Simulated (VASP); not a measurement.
# Ge (Fd-3m) in VASP: single point with r2SCAN

Aim: the single point of Ge with r2SCAN.

All numbers are computed with VASP 6.6.1; they aren't measurements. Logs are shortened: lines on timing, memory, paths and dates and some standing lists are left out, and cuts for length are marked.

**What was measured.**

“Electronic and optical properties of SixGe1-x-ySny alloys lattice-matched to Ge”, 2021, arxiv:2109.02782 reports, for a bulk crystal of Ge at 293 K: band gap 0.666 eV (indirect).

The results are compared with them further down.

### Step 1. The cell of the first run

The structure is cubic, space group Fd-3m (No. 227). The conventional cell has a = 5.672 Å, b = 5.672 Å, c = 5.672 Å, α = 90.00°, β = 90.00°, γ = 90.00°. Within 3.2 Å of Ge (site symmetry -43m) lie 4 Ge at 2.46 Å.

### Step 2. Single point, r2SCAN

POSCAR

```
Ge
1.0
    0.0000000000      2.8360149688      2.8360149688
    2.8360149688      0.0000000000      2.8360149688
    2.8360149688      2.8360149688      0.0000000000
Ge
2
Direct
    0.5000000000      0.5000000000      0.5000000000
    0.7500000000      0.7500000000      0.7500000000
```

INCAR.step1

```
PREC = Accurate
ENCUT = 520
ISMEAR = -1
SIGMA = 0.05
LREAL = False
LASPH = True
NELM = 80
NBANDS = 21
GGA = PE
ALGO = Normal
EDIFF = 1E-4
LWAVE = True
LCHARG = False
```

INCAR.step2

```
PREC = Accurate
ENCUT = 520
EDIFF = 1E-6
ISMEAR = -1
SIGMA = 0.05
LREAL = False
LASPH = True
NELM = 80
ALGO = Normal
ISIF = 2
LWAVE = False
LCHARG = False
METAGGA = R2SCAN
LMIXTAU = True
NBANDS = 21
ISTART = 1
```

KPOINTS

```
Automatic mesh
0
Gamma
  5 5 5
```

Potentials or basis: VASP PAW PBE potentials, release 64 (Ge_d).

Launch:

```console
> cat potpaw_PBE.64/Ge_d/POTCAR > POTCAR
> cp INCAR.step1 INCAR
> mpirun -np 1 vasp_std > vasp.out
> cp INCAR.step2 INCAR
> mpirun -np 1 vasp_std > vasp.out
```

OUTCAR:

```text
PREC = Accurate
   ENCUT = 520
   EDIFF = 1E-6
   ISMEAR = -1
   LREAL = False
   LASPH = True
   NELM = 80
   ISIF = 2
   METAGGA = R2SCAN
   ISTART = 1

 ion  position               nearest neighbor table
   1  0.500  0.500  0.500-   2 2.46   2 2.46   2 2.46   2 2.46
   2  0.750  0.750  0.750-   1 2.46   1 2.46   1 2.46   1 2.46

  LATTYP: Found a face centered cubic cell.
 ALAT       =     5.6720299376

  Lattice vectors:

 A1 = (   0.0000000000,   2.8360149688,   2.8360149688)
 A2 = (   2.8360149688,   0.0000000000,   2.8360149688)
 A3 = (   2.8360149688,   2.8360149688,   0.0000000000)

Analysis of symmetry for initial positions (statically):
=====================================================================
 Subroutine PRICEL returns:
 Original cell was already a primitive cell.

 Routine SETGRP: Setting up the symmetry group for a
 face centered cubic supercell.

 Subroutine GETGRP returns: Found 48 space group operations
 (whereof 24 operations were pure point group operations)
 out of a pool of 48 trial point group operations.

The static configuration has the point symmetry T_d .
 The point group associated with its full space group is O_h .

Analysis of symmetry for dynamics (positions and initial velocities):
=====================================================================
 Subroutine PRICEL returns:
 Original cell was already a primitive cell.

 Routine SETGRP: Setting up the symmetry group for a
 face centered cubic supercell.

 Subroutine GETGRP returns: Found 48 space group operations
 (whereof 24 operations were pure point group operations)
 out of a pool of 48 trial point group operations.

The dynamic configuration has the point symmetry T_d .
 The point group associated with its full space group is O_h .

 Subroutine INISYM returns: Found 48 space group operations
 (whereof 24 operations are pure point group operations),
 and found     1 'primitive' translations

----------------------------------------------------------------------------------------

                                     Primitive cell

  volume of cell :      45.6200

  direct lattice vectors                    reciprocal lattice vectors
     0.000000000  2.836014969  2.836014969    -0.176303724  0.176303724  0.176303724
     2.836014969  0.000000000  2.836014969     0.176303724 -0.176303724  0.176303724
     2.836014969  2.836014969  0.000000000     0.176303724  0.176303724 -0.176303724

  length of vectors
     4.010730832  4.010730832  4.010730832     0.305367007  0.305367007  0.305367007

  position of ions in fractional coordinates (direct lattice)
     0.500000000  0.500000000  0.500000000
     0.750000000  0.750000000  0.750000000

  ion indices of the primitive-cell ions
   primitive index   ion index
                 1           1
                 2           2

----------------------------------------------------------------------------------------

 KPOINTS: Automatic mesh

Automatic generation of k-mesh.
 Grid dimensions read from file:
 generate k-points for:    5    5    5

 Generating k-lattice:

  Cartesian coordinates                     Fractional coordinates (reciprocal lattice)
    -0.035260745  0.035260745  0.035260745     0.200000000  0.000000000  0.000000000
     0.035260745 -0.035260745  0.035260745     0.000000000  0.200000000  0.000000000
     0.035260745  0.035260745 -0.035260745     0.000000000  0.000000000  0.200000000

  Length of vectors
     0.061073401  0.061073401  0.061073401

  Shift w.r.t. Gamma in fractional coordinates (k-lattice)
     0.000000000  0.000000000  0.000000000

 Subroutine IBZKPT returns following result:
 ===========================================

 Found     10 irreducible k-points:

 Following reciprocal coordinates:
            Coordinates               Weight
  0.000000  0.000000  0.000000      1.000000
  0.200000  0.000000  0.000000      8.000000
  0.400000  0.000000  0.000000      8.000000
  0.200000  0.200000  0.000000      6.000000
  0.400000  0.200000  0.000000     24.000000
 -0.400000  0.200000  0.000000     24.000000
 -0.200000  0.200000  0.000000     12.000000
  0.400000  0.400000  0.000000      6.000000
 -0.400000  0.400000  0.000000     12.000000
 -0.400000  0.400000  0.200000     24.000000
   k-points           NKPTS =     10   k-points in BZ     NKDIM =     10   number of bands    NBANDS=     21
   number of dos      NEDOS =    301   number of ions     NIONS =      2
   total plane-waves  NPLWV =  27000
   dimension x,y,z NGX =    30 NGY =   30 NGZ =   30
   dimension x,y,z NGXF=    60 NGYF=   60 NGZF=   60
   ions per type =               2
   NGX,Y,Z   is equivalent  to a cutoff of  12.44, 12.44, 12.44 a.u.
   NGXF,Y,Z  is equivalent  to a cutoff of  24.87, 24.87, 24.87 a.u.
 SYSTEM =  unknown system
   PREC   = accura    normal or accurate (medium, high low for compatibility)
   ISTART =      1    job   : 0-new  1-cont  2-samecut
   ICHARG =      0    charge: 1-file 2-atom 10-const
   ISPIN  =      1    spin polarized calculation?
   LNONCOLLINEAR =      F non collinear calculations
   LSORBIT =      F    spin-orbit coupling
   LASPH  =      T    aspherical Exc in radial PAW
   ENCUT  =  520.0 eV  38.22 Ry    6.18 a.u.   7.46  7.46  7.46*2*pi/ulx,y,z
   NELM   =     80;   NELMIN=  2; NELMDL=  0     # of ELM steps
   EDIFF  = 0.1E-05   stopping-criterion for ELM
   LREAL  =      F    real-space projection
   EDIFFG = 0.1E-04   stopping-criterion for IOM
   NSW    =      0    number of steps for IOM
   IBRION =     -1    ionic relax: 0-MD 1-quasi-New 2-CG
   NFREE  =      0    steps in history (QN), initial steepest desc. (CG)
   ISIF   =      2    stress and relaxation
   ISYM   =      2    0-nonsym 1-usesym 2-fastsym
   POTIM  = 0.5000    time-step for ionic-motion
   TEBEG  =    0.0;   TEEND  =   0.0 temperature during run
   PSTRESS=    0.0 pullay stress
   NELECT =      28.0000    total number of electrons
   NUPDOWN=      -1.0000    fix difference up-down
   EMIN   =  10.00;   EMAX   =-10.00  energy-range for DOS
   EFERMI =   0.00;   METHOD = LEGACY
   ISMEAR =    -1;   SIGMA  =   0.05  broadening in eV -4-tet -1-fermi 0-gaus
   EFERMI_NEDOS =   21; number of points for ismear=-14 and -15
   IALGO  =     38    algorithm
   IMIX   =      4    mixing-type and parameters
     AMIX     =   0.40;   BMIX     =  1.00
     AMIX_MAG =   1.60;   BMIX_MAG =  1.00
  volume/ion in A,a.u.               =      22.81       153.93
  Fermi-wavevector in a.u.,A,eV,Ry     =   1.391262  2.629104 26.335580  1.935611
  Thomas-Fermi vector in A             =   2.515118
   LORBIT       =      0    0 simple, 1 ext, 2 COOP (PROOUT), +10 PAW based schemes
   METAGGA = R2SCAN    functional components
   LHFCALC =     F    Hartree Fock is set to
   AEXX    =    0.0000 exact exchange contribution
   IVDW    =     0    specifies the selected vdW correction
   LEPSILON=     F    determine dielectric tensor
   LRPA    =     F    only Hartree local field effects (RPA)
 non-spin polarized calculation
  energy-cutoff  :      520.00
  volume of cell :       45.62
 maximum number of plane-waves:      1244
 NGX is ok and might be reduce to    30
   NGX = 15   NGY = 15   NGZ = 15

 number of electron      28.0000016 magnetization

 Free energy of the ion-electron system (eV)
  ---------------------------------------------------
  ext. energy  EPLUGINS =         0.00000000
  ---------------------------------------------------
  free energy    TOTEN  =       -27.65166772 eV

  energy without entropy =      -27.65115596  energy(sigma->0) =      -27.65141184

 E-fermi :   4.9323     XC(G=0): -10.7696

 val. band max:        4.7435525754   @ k =   0.0000   0.0000   0.0000
 cond. band min:       5.0782593859   @ k =   0.0000   0.0000   0.0000
 fundamental gap:      0.3347068105
 Fermi energy:         4.9322957359

 k-point     1 :       0.0000    0.0000    0.0000
  band No.  band energies     occupation
      1     -20.7374      2.00000
      2     -20.7374      2.00000
      3     -20.7374      2.00000
      4     -20.6989      2.00000
      5     -20.6989      2.00000
      6     -20.4854      2.00000
[... 13 lines left out ...]
     20      14.6495      0.00000
     21      14.6495      0.00000

 k-point     2 :       0.2000    0.0000    0.0000
  band No.  band energies     occupation
      1     -20.7524      2.00000
      2     -20.7523      2.00000
      3     -20.7314      2.00000
      4     -20.6761      2.00000
      5     -20.6761      2.00000
      6     -20.5038      2.00000
[... 13 lines left out ...]
     20      13.4606      0.00000
     21      13.4606      0.00000

 k-point     3 :       0.4000    0.0000    0.0000
  band No.  band energies     occupation
      1     -20.7615      2.00000
      2     -20.7615      2.00000
      3     -20.7213      2.00000
      4     -20.6576      2.00000
      5     -20.6575      2.00000
      6     -20.5153      2.00000
[... 13 lines left out ...]
     20      15.1433      0.00000
     21      15.1433      0.00000

 k-point     4 :       0.2000    0.2000    0.0000
  band No.  band energies     occupation
      1     -20.7506      2.00000
      2     -20.7506      2.00000
      3     -20.7465      2.00000
      4     -20.6756      2.00000
      5     -20.6480      2.00000
      6     -20.5505      2.00000
[... 13 lines left out ...]
     20      14.4286      0.00000
     21      15.3624      0.00000

 k-point     5 :       0.4000    0.2000    0.0000
  band No.  band energies     occupation
      1     -20.7748      2.00000
      2     -20.7623      2.00000
      3     -20.7170      2.00000
      4     -20.6487      2.00000
      5     -20.6203      2.00000
      6     -20.5769      2.00000
[... 13 lines left out ...]
     20      15.5307      0.00000
     21      16.4971      0.00000

 k-point     6 :      -0.4000    0.2000    0.0000
  band No.  band energies     occupation
      1     -20.7831      2.00000
      2     -20.7700      2.00000
      3     -20.6918      2.00000
      4     -20.6369      2.00000
      5     -20.6276      2.00000
      6     -20.5526      2.00000
[... 13 lines left out ...]
     20      14.6236      0.00000
     21      16.2227      0.00000

 k-point     7 :      -0.2000    0.2000    0.0000
  band No.  band energies     occupation
      1     -20.7676      2.00000
      2     -20.7671      2.00000
      3     -20.7098      2.00000
      4     -20.6654      2.00000
      5     -20.6412      2.00000
      6     -20.5380      2.00000
[... 13 lines left out ...]
     20      15.2105      0.00000
     21      15.7405      0.00000

 k-point     8 :       0.4000    0.4000    0.0000
  band No.  band energies     occupation
      1     -20.7690      2.00000
      2     -20.7689      2.00000
      3     -20.7172      2.00000
      4     -20.6431      2.00000
      5     -20.6158      2.00000
      6     -20.5631      2.00000
[... 13 lines left out ...]
     20      17.5106      0.00000
     21      17.9406      0.00000

 k-point     9 :      -0.4000    0.4000    0.0000
  band No.  band energies     occupation
      1     -20.7866      2.00000
      2     -20.7727      2.00000
      3     -20.6828      2.00000
      4     -20.6400      2.00000
      5     -20.5876      2.00000
      6     -20.5752      2.00000
[... 13 lines left out ...]
     20      15.7015      0.00000
     21      18.6893      0.00000

 k-point    10 :      -0.4000    0.4000    0.2000
  band No.  band energies     occupation
      1     -20.7849      2.00000
      2     -20.7797      2.00000
      3     -20.6754      2.00000
      4     -20.6195      2.00000
      5     -20.6097      2.00000
      6     -20.5846      2.00000
[... 13 lines left out ...]
     20      15.7795      0.00000
     21      18.6622      0.00000

------------------------ aborting loop because EDIFF is reached ----------------------------------------

  FORCE on cell =-STRESS in cart. coord.  units (eV):
  Direction    XX          YY          ZZ          XY          YZ          ZX
  --------------------------------------------------------------------------------------
  -------------------------------------------------------------------------------------
  Total        0.0215160      0.0215160      0.0215160      0.0000000      0.0000000     -0.0000000
  in kB        0.7556428      0.7556428      0.7556428      0.0000000      0.0000000     -0.0000000
  external PRESSURE =       0.7556428 kB  Pullay stress =       0.0000000 kB

 VOLUME and BASIS-vectors are now :
 -----------------------------------------------------------------------------
  energy-cutoff  :      520.00
  volume of cell :       45.62
      direct lattice vectors                 reciprocal lattice vectors
     0.000000000  2.836014969  2.836014969    -0.176303724  0.176303724  0.176303724
     2.836014969  0.000000000  2.836014969     0.176303724 -0.176303724  0.176303724
     2.836014969  2.836014969  0.000000000     0.176303724  0.176303724 -0.176303724

 POSITION                                       TOTAL-FORCE (eV/Angst)
 -----------------------------------------------------------------------------------
      2.83601      2.83601      2.83601         0.000000      0.000000      0.000000
      4.25402      4.25402      4.25402        -0.000000     -0.000000     -0.000000
 -----------------------------------------------------------------------------------
    total drift:                                0.000000     -0.000000     -0.000000

  FREE ENERGIE OF THE ION-ELECTRON SYSTEM (eV)
  ---------------------------------------------------
  free  energy   TOTEN  =       -27.6516677160 eV

  energy  without entropy=      -27.6511559642  energy(sigma->0) =      -27.65141184
```

Run time: 58 s. Hardware: 1 thread of Intel Xeon 8259CL, shared host; peak memory 0.17 GiB.

What came out:

```yaml
Free_energy: -27.6517 eV
Pressure: 0.1 GPa
Band_gap_on_the_k_mesh: 0.33 eV
```

Caveat: the PAW data sets were made with another functional, which shifts forces and pressure a little; an odd mesh through Γ misses points on the zone boundary, where band edges can lie.

### Step 3. Comparison with measurements

Step 2. Against the measured gap of Ge, 0.666 eV (indirect; 293 K; “Electronic and optical properties of SixGe1-x-ySny alloys lattice-matched to Ge”, 2021, arxiv:2109.02782), the calculated 0.33 eV is off by -0.33 eV. 3 values of this kind are on record (0.666 to 0.807 eV); this one was drawn at random among those near their median. Spin-orbit coupling on Ge is left out. The value is that of r2SCAN on a finite k mesh, which can miss the band edges, without temperature or zero-point motion.
